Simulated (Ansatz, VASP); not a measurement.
Te2Mo: VASP beside Ansatz

```xyz
6
Lattice="3.5421 0.0000 0.0000 -1.7711 3.0676 0.0000 0.0000 0.0000 14.0349" Properties=species:S:1:pos:R:3 pbc="T T T"
Mo    0.0000    2.0451    3.5087
Mo    1.7711    1.0225   10.5262
Te    1.7711    1.0225    5.3010
Te    1.7711    1.0225    1.7164
Te    0.0000    2.0451   12.3185
Te    0.0000    2.0451    8.7339
```

Change from the starting cell: uniaxial_z strain -1.0%.

Alike in both runs: task single point; functional PBE; k mesh 12 × 12 × 2; occupations fermi-dirac, width 0.02 eV; no spin polarisation.

|  | VASP | Ansatz |
| --- | --- | --- |
| version | VASP 6.6.1 | Ansatz 0.2.0 |
| potentials or method | VASP PAW PBE potentials, release 64 (Mo_sv, Te) | plane waves, PAW |
| plane-wave cutoff (eV) | 520 | 420 |
| valence electrons in the cell | 52 | 92 |

```tsv
	VASP	Ansatz	Ansatz less VASP
gap on the k mesh at the Fermi level (eV)	0.76	0.77	+0.006
pressure (GPa)	2.2	2.2	-0.01
traceless stress, the component that is largest in VASP (GPa)	1.11	1.05	-0.061
rms of the force components (eV/Å)	0.106	0.099	-0.0068
```

Atom by atom the forces differ by 0.007 eV/Å (rms over components). VASP's potentials hold 52 valence electrons a cell and Ansatz's 92, so a difference there can come from the potentials and not from the codes.

Neither program's run includes spin-orbit coupling.
